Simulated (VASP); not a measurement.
# CuO: single point with PBE+U

Crystal: CuO.

```xyz
4
Lattice="2.0872 -2.0761 0.1653 2.0872 2.0761 0.1653 -0.4125 0.0000 5.2016" Properties=species:S:1:pos:R:3 pbc="T T T"
Cu    1.0436    1.0380    0.0826
Cu    0.8374   -1.0380    2.6834
O     1.9841   -0.0001    1.4657
O     1.7778    0.0001    4.0665
```

| Quantity | Value |
| --- | --- |
| Program | VASP 6.6.1 |
| Task | single point |
| Functional | PBE |
| Potentials or basis | VASP PAW PBE potentials, release 64 (Cu, O) |
| Cutoff | 520 eV |
| k mesh | 10 × 10 × 6 |
| Occupations | gaussian, width 0.05 eV |
| Spin | collinear spin |
| Starting moments | [0.63, 0.63, 0.0, 0.0] μB |
| Hubbard terms | Cu d U = 4.0 eV |

```json
{"Pressure": "-2.7 GPa", "Band gap on the k mesh": "zero (filled and empty bands overlap)", "Net moment": "1.96 μB per cell", "Site moments": "Cu +0.63; O +0.31 μB", "Valence electrons inside the program's atomic spheres": "Cu 9.88; O 4.97"}
```

Stress tensor (GPa, compression positive):
```
-2.59  0.00  0.03
 0.00 -2.51  0.00
 0.03  0.00 -2.97
```

Levels at points of the mesh, in eV from the Fermi level:
Spin up:
```csv
k point,band 16,band 17,band 18,band 19,band 20,band 21
"(0.00, 0.00, 0.00)",-2.13,-0.27,-0.26,1.27,6.40,7.18
"(0.50, 0.00, 0.00)",-1.94,-0.67,-0.42,3.99,5.94,6.63
"(0.50, 0.50, 0.00)",-2.35,-2.33,0.20,2.61,7.48,9.71
"(0.00, 0.00, 0.50)",-2.05,-0.87,-0.87,3.43,3.43,11.66
"(0.50, 0.00, 0.50)",-2.39,-1.42,-0.27,4.66,5.88,8.54
"(0.50, 0.50, 0.50)",-2.61,-1.89,-1.89,4.30,4.30,10.50
```
Spin down:
| k point | band 14 | band 15 | band 16 | band 17 | band 18 | band 19 |
| --- | --- | --- | --- | --- | --- | --- |
| (0.00, 0.00, 0.00) | -2.44 | -2.43 | -1.52 | 1.52 | 1.76 | 1.78 |
| (0.50, 0.00, 0.00) | -2.44 | -2.36 | -1.39 | 1.48 | 1.70 | 4.00 |
| (0.50, 0.50, 0.00) | -3.41 | -1.82 | -1.80 | -0.15 | 2.38 | 2.57 |
| (0.00, 0.00, 0.50) | -2.98 | -1.51 | -1.51 | 1.35 | 1.35 | 3.72 |
| (0.50, 0.00, 0.50) | -2.83 | -2.33 | -1.85 | 0.86 | 1.73 | 4.79 |
| (0.50, 0.50, 0.50) | -2.32 | -2.06 | -2.06 | 0.83 | 0.83 | 4.27 |

Eigenvalues of the final occupation matrices:
| site | spin | trace | eigenvalues |
| --- | --- | --- | --- |
| site 1 d | 1 | 4.89 | 0.95 0.97 0.97 0.98 1.02 |
| site 1 d | 2 | 4.26 | 0.41 0.94 0.96 0.97 0.97 |
| site 2 d | 1 | 4.89 | 0.95 0.97 0.97 0.98 1.02 |
| site 2 d | 2 | 4.26 | 0.41 0.94 0.96 0.97 0.97 |

It took 2.8 min on 1 thread of Intel(R) Xeon(R) 6975P-C (Granite Rapids), on a shared host, peak memory 0.41 GiB.
